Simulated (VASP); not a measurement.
# Mn3Si (P4/mmm) in VASP: notebook

Runs on Mn3Si. Level: PBEsol. Tasks: single point.

Program: VASP 6.6.1. These are calculated values, not measurements. Logs are shortened: lines on timing, memory, paths and dates and some standing lists are left out, and cuts for length are marked.

**1. The cell of the first run**

Symmetry: P4/mmm, No. 123, tetragonal system. Conventional cell: a = 2.791 Å, b = 2.791 Å, c = 5.684 Å, α = 90.00°, β = 90.00°, γ = 90.00°. Mn (site symmetry 4/mmm) has 12 Mn at 2.44 to 2.79 Å and 2 Si at 2.84 Å within 3.2 Å. Mn (site symmetry 4mm) has 4 Si at 2.42 Å and 10 Mn at 2.44 to 2.88 Å within 3.2 Å. Si (site symmetry 4/mmm) has 10 Mn at 2.42 to 2.84 Å and 4 Si at 2.79 Å within 3.2 Å.

**2. Single point, PBEsol, collinear spin, ferromagnetic start**

INCAR reads:

```
SYSTEM = Mn3Si
ALGO     = Normal         ! electronic algorithm
EDIFF    = 1E-6           ! SCF threshold, eV
ENCUT    = 520            ! plane-wave cutoff, eV
GGA      = PS             ! functional
ISIF     = 2              ! what is computed and relaxed
ISMEAR   = -1             ! smearing method
ISPIN    = 2              ! spin polarisation
LASPH    = .TRUE.         ! aspherical terms in the spheres
LCHARG   = .FALSE.        ! write CHGCAR
LMAXMIX  = 4              ! l up to which the mixer works
LORBIT   = 11             ! projections on sites
LREAL    = .FALSE.        ! projectors in reciprocal space
LWAVE    = .FALSE.        ! write WAVECAR
MAGMOM   = 4 4 4 0        ! initial moments
NBANDS   = 34             ! bands
NELM     = 150            ! most SCF steps
PREC     = Accurate       ! precision mode
SIGMA    = 0.05           ! smearing width, eV
```

KPOINTS reads:

```
k-points
0
G
  10 10 5
  0 0 0
```

POSCAR reads:

```
Mn3Si
1.0
    2.7912010000      0.0000000000      0.0000000000
    0.0000000000      2.7912010000      0.0000000000
    0.0000000000      0.0000000000      5.6843340000
Mn Si
3 1
Direct
    0.5000000000      0.5000000000      0.0000000000
    0.0000000000      0.0000000000      0.2534490000
    0.0000000000      0.0000000000      0.7465510000
    0.5000000000      0.5000000000      0.5000000000
```

Potentials or basis: VASP PAW PBE potentials, release 64 (Mn_pv, Si).

Command:

```sh
$ cat potpaw_PBE.64/Mn_pv/POTCAR potpaw_PBE.64/Si/POTCAR > POTCAR
$ mpirun -np 1 vasp_std > vasp.out
```

OUTCAR:

```text
SYSTEM = Mn3Si
   EDIFF = 1E-6
   ENCUT = 520
   GGA = PS
   ISIF = 2
   ISMEAR = -1
   ISPIN = 2
   LASPH = .TRUE.
   LORBIT = 11
   LREAL = .FALSE.
   NELM = 150
   PREC = Accurate

 ion  position               nearest neighbor table
   1  0.500  0.500  0.000-   2 2.44   3 2.44   2 2.44   3 2.44   2 2.44   3 2.44   2 2.44   3 2.44
                             4 2.84   4 2.84
   2  0.000  0.000  0.253-   4 2.42   4 2.42   4 2.42   4 2.42   1 2.44   1 2.44   1 2.44   1 2.44
                             3 2.80   3 2.88
   3  0.000  0.000  0.747-   4 2.42   4 2.42   4 2.42   4 2.42   1 2.44   1 2.44   1 2.44   1 2.44
                             2 2.80   2 2.88
   4  0.500  0.500  0.500-   2 2.42   3 2.42   2 2.42   3 2.42   2 2.42   3 2.42   2 2.42   3 2.42
                             1 2.84   1 2.84

  LATTYP: Found a simple tetragonal cell.
 ALAT       =     2.7912010000
 C/A-ratio  =     2.0365190468

  Lattice vectors:

 A1 = (   2.7912010000,   0.0000000000,   0.0000000000)
 A2 = (   0.0000000000,   2.7912010000,   0.0000000000)
 A3 = (   0.0000000000,   0.0000000000,   5.6843340000)

Analysis of symmetry for initial positions (statically):
=====================================================================
 Subroutine PRICEL returns:
 Original cell was already a primitive cell.

 Routine SETGRP: Setting up the symmetry group for a
 simple tetragonal supercell.

 Subroutine GETGRP returns: Found 16 space group operations
 (whereof 16 operations were pure point group operations)
 out of a pool of 16 trial point group operations.

The static configuration has the point symmetry D_4h.

Analysis of symmetry for dynamics (positions and initial velocities):
=====================================================================
 Subroutine PRICEL returns:
 Original cell was already a primitive cell.

 Routine SETGRP: Setting up the symmetry group for a
 simple tetragonal supercell.

 Subroutine GETGRP returns: Found 16 space group operations
 (whereof 16 operations were pure point group operations)
 out of a pool of 16 trial point group operations.

The dynamic configuration has the point symmetry D_4h.

Analysis of structural, dynamic, and magnetic symmetry:
=====================================================================
 Subroutine PRICEL returns:
 Original cell was already a primitive cell.

 Routine SETGRP: Setting up the symmetry group for a
 simple tetragonal supercell.

 Subroutine GETGRP returns: Found 16 space group operations
 (whereof 16 operations were pure point group operations)
 out of a pool of 16 trial point group operations.

The overall configuration has the point symmetry D_4h.

 Subroutine INISYM returns: Found 16 space group operations
 (whereof 16 operations are pure point group operations),
 and found     1 'primitive' translations

----------------------------------------------------------------------------------------

                                     Primitive cell

  volume of cell :      44.2855

  direct lattice vectors                    reciprocal lattice vectors
     2.791201000  0.000000000  0.000000000     0.358268717  0.000000000  0.000000000
     0.000000000  2.791201000  0.000000000     0.000000000  0.358268717  0.000000000
     0.000000000  0.000000000  5.684334000     0.000000000  0.000000000  0.175922105

  length of vectors
     2.791201000  2.791201000  5.684334000     0.358268717  0.358268717  0.175922105

  position of ions in fractional coordinates (direct lattice)
     0.500000000  0.500000000  0.000000000
     0.000000000  0.000000000  0.253449000
     0.000000000  0.000000000  0.746551000
     0.500000000  0.500000000  0.500000000

  ion indices of the primitive-cell ions
   primitive index   ion index
                 1           1
                 2           2
                 3           3
                 4           4

----------------------------------------------------------------------------------------

 KPOINTS: k-points

Automatic generation of k-mesh.
 Grid dimensions read from file:
 generate k-points for:   10   10    5

 Generating k-lattice:

  Cartesian coordinates                     Fractional coordinates (reciprocal lattice)
     0.035826872  0.000000000  0.000000000     0.100000000  0.000000000  0.000000000
     0.000000000  0.035826872  0.000000000     0.000000000  0.100000000  0.000000000
     0.000000000  0.000000000  0.035184421     0.000000000  0.000000000  0.200000000

  Length of vectors
     0.035826872  0.035826872  0.035184421

  Shift w.r.t. Gamma in fractional coordinates (k-lattice)
     0.000000000  0.000000000  0.000000000

 Subroutine IBZKPT returns following result:
 ===========================================

 Found     63 irreducible k-points:

 Following reciprocal coordinates:
            Coordinates               Weight
  0.000000  0.000000  0.000000      1.000000
  0.100000  0.000000  0.000000      4.000000
  0.200000  0.000000  0.000000      4.000000
  0.300000  0.000000  0.000000      4.000000
  0.400000  0.000000  0.000000      4.000000
  0.500000  0.000000  0.000000      2.000000
[... 16 lines left out ...]
  0.100000  0.000000  0.200000      8.000000
  0.200000  0.000000  0.200000      8.000000
 [... further k-points ...]
   k-points           NKPTS =     63   k-points in BZ     NKDIM =     63   number of bands    NBANDS=     34
   number of dos      NEDOS =    301   number of ions     NIONS =      4
   total plane-waves  NPLWV =  24192
   dimension x,y,z NGX =    24 NGY =   24 NGZ =   42
   dimension x,y,z NGXF=    48 NGYF=   48 NGZF=   84
   ions per type =               3   1
   NGX,Y,Z   is equivalent  to a cutoff of  14.29, 14.29, 12.28 a.u.
   NGXF,Y,Z  is equivalent  to a cutoff of  28.59, 28.59, 24.57 a.u.
 SYSTEM =  Mn3Si
   PREC   = accura    normal or accurate (medium, high low for compatibility)
   ISTART =      0    job   : 0-new  1-cont  2-samecut
   ICHARG =      2    charge: 1-file 2-atom 10-const
   ISPIN  =      2    spin polarized calculation?
   LNONCOLLINEAR =      F non collinear calculations
   LSORBIT =      F    spin-orbit coupling
   LASPH  =      T    aspherical Exc in radial PAW
   ENCUT  =  520.0 eV  38.22 Ry    6.18 a.u.   5.19  5.19 10.57*2*pi/ulx,y,z
   NELM   =    150;   NELMIN=  2; NELMDL= -5     # of ELM steps
   EDIFF  = 0.1E-05   stopping-criterion for ELM
   LREAL  =      F    real-space projection
[... 7 lines left out ...]
   TEBEG  =    0.0;   TEEND  =   0.0 temperature during run
   PSTRESS=    0.0 pullay stress
   NELECT =      43.0000    total number of electrons
   NUPDOWN=      -1.0000    fix difference up-down
   EMIN   =  10.00;   EMAX   =-10.00  energy-range for DOS
   EFERMI =   0.00;   METHOD = LEGACY
   ISMEAR =    -1;   SIGMA  =   0.05  broadening in eV -4-tet -1-fermi 0-gaus
   EFERMI_NEDOS =   21; number of points for ismear=-14 and -15
   IALGO  =     38    algorithm
   IMIX   =      4    mixing-type and parameters
     AMIX     =   0.40;   BMIX     =  1.00
     AMIX_MAG =   1.60;   BMIX_MAG =  1.00
  volume/ion in A,a.u.               =      11.07        74.71
  Fermi-wavevector in a.u.,A,eV,Ry     =   1.621102  3.063439 35.755732  2.627972
  Thomas-Fermi vector in A             =   2.714933
   LORBIT       =     11    0 simple, 1 ext, 2 COOP (PROOUT), +10 PAW based schemes
   GGA     = PS    functional components
   LHFCALC =     F    Hartree Fock is set to
   AEXX    =    0.0000 exact exchange contribution
   IVDW    =     0    specifies the selected vdW correction
   LEPSILON=     F    determine dielectric tensor
   LRPA    =     F    only Hartree local field effects (RPA)
 spin polarized calculation
  energy-cutoff  :      520.00
  volume of cell :       44.29
 maximum number of plane-waves:      1216
 NGX is ok and might be reduce to    24
   NGX = 11   NGY = 11   NGZ = 21

 number of electron      43.0000000 magnetization      12.0000000

 number of electron      43.0000014 magnetization       1.1220637

 Free energy of the ion-electron system (eV)
  ---------------------------------------------------
  ext. energy  EPLUGINS =         0.00000000
  ---------------------------------------------------
  free energy    TOTEN  =       -35.98001592 eV

  energy without entropy =      -35.95707145  energy(sigma->0) =      -35.96854369

 E-fermi :  10.9490     XC(G=0): -13.5717

 val. band max:       10.9332371475   @ k =   0.2000   0.0000   0.2000
 cond. band min:      10.9491969232   @ k =   0.4000   0.0000   0.2000
 fundamental gap:      0.0159597757
 Fermi energy:        10.9489847335

 spin component 1

 k-point     1 :       0.0000    0.0000    0.0000
  band No.  band energies     occupation
      1     -38.1073      1.00000
      2     -37.9988      1.00000
      3     -37.9988      1.00000
      4     -36.6232      1.00000
      5     -36.5088      1.00000
      6     -36.5088      1.00000
[... 25 lines left out ...]
     32      22.1758      0.00000
     33      24.0336      0.00000
[... 797 lines left out ...]
      3     -37.9896      1.00000
      4     -36.5958      1.00000
      5     -36.5550      1.00000
      6     -36.5427      1.00000
[... 25 lines left out ...]
     32      20.4841      0.00000
     33      22.7329      0.00000

 [... further k-points ...]

 spin component 2

 k-point     1 :       0.0000    0.0000    0.0000
  band No.  band energies     occupation
      1     -36.9798      1.00000
      2     -36.8994      1.00000
      3     -36.8770      1.00000
      4     -36.8770      1.00000
      5     -36.8291      1.00000
      6     -36.8291      1.00000
[... 25 lines left out ...]
     32      22.2894      0.00000
     33      24.0873      0.00000
[... 797 lines left out ...]
      3     -36.8974      1.00000
      4     -36.8756      1.00000
      5     -36.8585      1.00000
      6     -36.8267      1.00000
[... 25 lines left out ...]
     32      20.5480      0.00000
     33      22.9077      0.00000

 [... further k-points ...]

 [bands above 33 left out]

------------------------ aborting loop because EDIFF is reached ----------------------------------------

  FORCE on cell =-STRESS in cart. coord.  units (eV):
  Direction    XX          YY          ZZ          XY          YZ          ZX
  --------------------------------------------------------------------------------------
  -------------------------------------------------------------------------------------
  Total       -2.9128010     -2.9128010     -2.7333166      0.0000000     -0.0000000      0.0000000
  in kB     -105.3803375   -105.3803375    -98.8868881      0.0000000     -0.0000000      0.0000000
  external PRESSURE =    -103.2158544 kB  Pullay stress =       0.0000000 kB

 VOLUME and BASIS-vectors are now :
 -----------------------------------------------------------------------------
  energy-cutoff  :      520.00
  volume of cell :       44.29
      direct lattice vectors                 reciprocal lattice vectors
     2.791201000  0.000000000  0.000000000     0.358268717  0.000000000  0.000000000
     0.000000000  2.791201000  0.000000000     0.000000000  0.358268717  0.000000000
     0.000000000  0.000000000  5.684334000     0.000000000  0.000000000  0.175922105

 POSITION                                       TOTAL-FORCE (eV/Angst)
 -----------------------------------------------------------------------------------
      1.39560      1.39560      0.00000         0.000000      0.000000      0.000000
      0.00000      0.00000      1.44069         0.000000      0.000000     -0.101493
      0.00000      0.00000      4.24365        -0.000000      0.000000      0.101493
      1.39560      1.39560      2.84217         0.000000      0.000000      0.000000
 -----------------------------------------------------------------------------------
    total drift:                                0.000000     -0.000000     -0.000000

  FREE ENERGIE OF THE ION-ELECTRON SYSTEM (eV)
  ---------------------------------------------------
  free  energy   TOTEN  =       -35.9800159155 eV

  energy  without entropy=      -35.9570714546  energy(sigma->0) =      -35.96854369

 total charge

# of ion       s       p       d       tot
------------------------------------------
    1        0.400   6.391   5.086  11.878
    2        0.369   6.378   5.274  12.022
    3        0.369   6.378   5.274  12.022
    4        0.720   0.907   0.000   1.627
--------------------------------------------------
tot          1.859  20.055  15.634  37.548

 magnetization (x)

# of ion       s       p       d       tot
------------------------------------------
    1        0.009   0.005   1.747   1.762
    2       -0.005  -0.013  -0.326  -0.344
    3       -0.005  -0.013  -0.326  -0.344
    4        0.013   0.015   0.000   0.028
--------------------------------------------------
tot          0.012  -0.005   1.095   1.101
```

It took 83 s on 1 thread of Intel Xeon 6975P-C (Granite Rapids), shared host; peak memory 0.27 GiB.

Results:

```yaml
Free_energy: -35.9800 eV
Pressure: -10.3 GPa
Largest_force: 0.101 eV/Å
Net_moment: 1.12 μB per cell
Site_moments: Mn +1.76, -0.34 (each value once); Si +0.03 μB
Valence_electrons_inside_the_program's_atomic_spheres: Mn 11.88, 12.02 (each value once); Si 1.63
```

Forces in eV/Å, atoms in the order of the input:
```
Mn   0.000  0.000  0.000
Mn   0.000  0.000 -0.101
Mn   0.000  0.000  0.101
Si   0.000  0.000  0.000
```

Levels at points of the mesh, in eV from the Fermi level:
Spin up:
```csv
k point,band 20,band 21,band 22,band 23,band 24,band 25
"(0.00, 0.00, 0.00)",-1.04,-1.04,0.02,0.54,0.86,0.86
"(0.50, 0.00, 0.00)",-0.98,-0.51,-0.30,0.18,0.48,0.65
"(0.50, 0.50, 0.00)",-0.74,-0.21,-0.12,-0.12,1.11,1.13
```
Spin down:
| k point | band 17 | band 18 | band 19 | band 20 | band 21 | band 22 | band 23 | band 24 | band 25 | band 26 |
| --- | --- | --- | --- | --- | --- | --- | --- | --- | --- | --- |
| (0.00, 0.00, 0.00) | -1.34 | -0.90 | -0.90 | -0.64 | -0.31 | 0.12 | 1.14 | 1.14 | 1.24 | 1.41 |
| (0.50, 0.00, 0.00) | -1.93 | -1.32 | -1.25 | -0.74 | -0.28 | 0.10 | 0.32 | 0.89 | 1.19 | 1.70 |
| (0.50, 0.50, 0.00) | -0.98 | -0.98 | -0.74 | -0.09 | -0.09 | 0.90 | 0.97 | 1.02 | 1.19 | 1.65 |

Caveat: the cell stands under tension; the PAW data sets were made with another functional, which shifts forces and pressure a little.

**3. Single point, PBEsol, collinear spin, ferromagnetic start (11.29 Å³/atom)**

This run uses another cell than the first one, of 11.29 Å³/atom.

INCAR reads:

```
SYSTEM = Mn3Si
PREC = Accurate ; ENCUT = 520
EDIFF = 1E-6 ; ISMEAR = -1
SIGMA = 0.05 ; LREAL = .FALSE.
LASPH = .TRUE. ; NELM = 150
ALGO = Normal ; ISIF = 2
LWAVE = .FALSE. ; LCHARG = .FALSE.
ISPIN = 2 ; MAGMOM = 4 4 4 0
LORBIT = 11 ; LMAXMIX = 4
GGA = PS ; NBANDS = 34
```

KPOINTS reads:

```
regular mesh
0
G
  10 10 5
  0 0 0
```

POSCAR reads:

```
Mn3Si
1.0
    2.8096863135      0.0000000000      0.0000000000
    0.0000000000      2.8096863135      0.0000000000
    0.0000000000      0.0000000000      5.7219796931
Mn Si
3 1
Direct
    0.5000000000      0.5000000000      0.0000000000
    0.0000000000      0.0000000000      0.2534490000
    0.0000000000      0.0000000000      0.7465510000
    0.5000000000      0.5000000000      0.5000000000
```

Potentials or basis: VASP PAW PBE potentials, release 64 (Mn_pv, Si).

Command:

```sh
$ cat potpaw_PBE.64/Mn_pv/POTCAR potpaw_PBE.64/Si/POTCAR > POTCAR
$ mpirun -np 1 vasp_std > vasp.out
```

Wall time 89 s (1 thread of Intel Xeon 6975P-C (Granite Rapids), shared host); peak memory 0.27 GiB.

Results (log left out):

| Quantity | Value |
| --- | --- |
| Free energy | -35.9138 eV |
| Pressure | -13.6 GPa |
| Largest force | 0.024 eV/Å |
| Net moment | 1.15 μB per cell |
| Site moments | Mn +1.93, -0.42 (each value once); Si +0.03 μB |
| Valence electrons inside the program's atomic spheres | Mn 11.84, 11.98 (each value once); Si 1.61 |

Forces in eV/Å, atoms in the order of the input:
```
Mn   0.000  0.000  0.000
Mn   0.000  0.000 -0.024
Mn   0.000  0.000  0.024
Si   0.000  0.000  0.000
```

Stress tensor (GPa, compression positive):
```
-13.81   0.00   0.00
  0.00 -13.81   0.00
  0.00   0.00 -13.31
```

Levels at points of the mesh, in eV from the Fermi level:
Spin up:
```
           k point  band 18  band 19  band 20  band 21  band 22  band 23  band 24  band 25  band 26  band 27
(0.00, 0.00, 0.00)    -1.31    -1.17    -0.99    -0.99    -0.03     0.57     0.85     0.85     0.99     1.42
(0.50, 0.00, 0.00)    -1.87    -1.27    -0.92    -0.47    -0.33     0.08     0.51     0.63     0.96     1.08
(0.50, 0.50, 0.00)    -0.91    -0.91    -0.84    -0.32    -0.10    -0.10     1.10     1.13     1.15     1.92
```
Spin down:
```csv
k point,band 19,band 20,band 21,band 22,band 23,band 24
"(0.00, 0.00, 0.00)",-0.87,-0.63,-0.24,0.06,1.14,1.14
"(0.50, 0.00, 0.00)",-1.26,-0.77,-0.18,0.04,0.34,0.83
"(0.50, 0.50, 0.00)",-0.70,-0.09,-0.09,0.84,0.91,0.96
```

Caveat: the cell stands under tension; the PAW data sets were made with another functional, which shifts forces and pressure a little.

(Continued in part 2 of 2.)
